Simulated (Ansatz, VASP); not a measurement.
## One calculation of TaN, two programs

```xyz
2
Lattice="-1.5615 1.5619 2.2085 1.5615 -1.5619 2.2085 1.5615 1.5619 -2.2085" Properties=species:S:1:pos:R:3 pbc="T T T"
Ta    0.0000    0.0000    0.0000
N     0.0000    0.0000    2.2085
```

Alike in both runs: functional PBE; k mesh 24 × 24 × 24; occupations gaussian, width 0.1 eV; no spin polarisation.

Ansatz relaxed the structure, and its values are those at the end. VASP's run is a single point on that final structure, the one shown.

|  | VASP | Ansatz |
| --- | --- | --- |
| version | VASP 6.6.1 | Ansatz 0.2.0 |
| potentials or method | VASP PAW PBE potentials, release 64 (Ta_pv, N), cutoff 520 eV | scalar-relativistic, plane waves, PAW |
| valence electrons in the cell | 16 | 18 |

Ansatz gave:

```
gap on the k mesh at the Fermi level (eV) : none
pressure (GPa)                            : 0.0
```

Question: What did VASP give for the same quantities?

Answer: gap on the k mesh at the Fermi level (eV): none; pressure (GPa): 0.8.

A gap of «none» marks a metal or a gap that the smearing closes. VASP's potentials hold 16 valence electrons a cell and Ansatz's 18, so a difference there can come from the potentials and not from the codes.

Spin-orbit coupling is off throughout.
